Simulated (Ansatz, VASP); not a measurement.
## One calculation of KMgF3, two programs

The input INCAR:

```
SYSTEM = KMgF3
PREC = Accurate
ENCUT = 520
EDIFF = 1E-7
ISMEAR = 0
SIGMA = 0.02
LREAL = .False.
LASPH = .True.
NELM = 100
ALGO = Normal
ISIF = 2
LWAVE = .False.
LCHARG = .False.
GGA = PS
NBANDS = 24
```

Contents of KPOINTS:

```
Automatic mesh
0
Gamma
  6 6 6
  0 0 0
```

Contents of POSCAR:

```
KMgF3
1.0
    3.9912537769      0.0000000000      0.0000000000
    0.0000000000      3.9912537769      0.0000000000
    0.1796064200      0.0000000000      3.9912537769
K Mg F
1 1 3
Direct
    0.5000000000      0.5000000000      0.5000000000
    0.0000000000      0.0000000000      0.0000000000
    0.0000000000      0.5000000000      0.0000000000
    0.0000000000      0.0000000000      0.5000000000
    0.5000000000      0.0000000000      0.0000000000
```

Input for Ansatz:

```yaml
crystal:
  lattice:
    - [3.9912537769, 0.0, 0.0]
    - [0.0, 3.9912537769, 0.0]
    - [0.17960642, 0.0, 3.9912537769]
  atoms:
    - { symbol: K, position: [0.5, 0.5, 0.5] }
    - { symbol: Mg, position: [0.0, 0.0, 0.0] }
    - { symbol: F, position: [0.0, 0.5, 0.0] }
    - { symbol: F, position: [0.0, 0.0, 0.5] }
    - { symbol: F, position: [0.5, 0.0, 0.0] }
basis:
  ecutwfc: 420
kpoints:
  mp_grid: { grid: [6, 6, 6] }
  band_path: { path: [VBM, CBM], npoints: 2 }
hamiltonian:
  xc: pbesol
scf:
  occupations: { method: gaussian, width: 0.02 }
output:
  forces: true
  stress: true
  eigenvalues: true
checkpoint:
  read: start.run
  write: ck
  compress: false
  write_wavefunctions: false
  write_every: 100000
```

Alike in both runs: task single point; functional PBEsol; k mesh 6 × 6 × 6; occupations gaussian, width 0.02 eV; no spin polarisation.

|  | VASP | Ansatz |
| --- | --- | --- |
| version | VASP 6.6.1 | Ansatz 0.2.0 |
| potentials or method | VASP PAW PBE potentials, release 64 (K_sv, Mg, F), cutoff 520 eV | scalar-relativistic, plane waves, PAW |
| valence electrons in the cell | 32 | 40 |

```csv
,VASP,Ansatz,Ansatz less VASP
gap on the k mesh at the Fermi level (eV),7.06,7.08,+0.024
least direct gap on the mesh (eV),7.30,7.33,+0.022
pressure (GPa),-0.3,0.0,+0.38
"traceless stress, the component that is largest in VASP (GPa)",-2.07,-2.05,+0.028
```

VASP's potentials were made for PBE, not for PBEsol. The functional is the same, so the differences come from potentials, cutoffs and numerics. VASP's potentials hold 32 valence electrons a cell and Ansatz's 40, so a difference there can come from the potentials and not from the codes.
